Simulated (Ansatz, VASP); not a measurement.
## P in VASP and in Ansatz

```
P
1.0
    -1.71688    2.55289    1.88683
     1.71688   -2.55289    1.88683
     1.71688    2.55289   -1.88683
P
2
Direct
  0.80331 0.05331 0.75000
  0.19669 0.94669 0.25000
```

Change from the starting cell: strain +0.015 along x and y, +0.015 along z, atoms carried along.

Alike in both runs: task single point; functional PBEsol; k mesh 18 × 18 × 18; occupations gaussian, width 0.15 eV; no spin polarisation.

|  | VASP | Ansatz |
| --- | --- | --- |
| version | VASP 6.6.1 | Ansatz 0.2.0 |
| potentials or method | VASP PAW PBE potentials, release 64 (P), cutoff 520 eV | scalar-relativistic, plane waves, PAW |
| valence electrons in the cell | 10 | 10 |

|  | VASP | Ansatz | Ansatz less VASP |
| --- | --- | --- | --- |
| gap on the k mesh at the Fermi level (eV) | none | none | - |
| pressure (GPa) | -4.8 | -4.9 | -0.02 |
| traceless stress, the component that is largest in VASP (GPa) | 0.51 | 0.51 | -0.003 |
| rms of the force components (eV/Å) | 0.036 | 0.055 | +0.0189 |

VASP's potentials were made for PBE, not for PBEsol. Atom by atom the forces differ by 0.019 eV/Å (rms over components). A gap of «none» marks a metal or a gap that the smearing closes. The functional is the same, so the differences come from potentials, cutoffs and numerics.
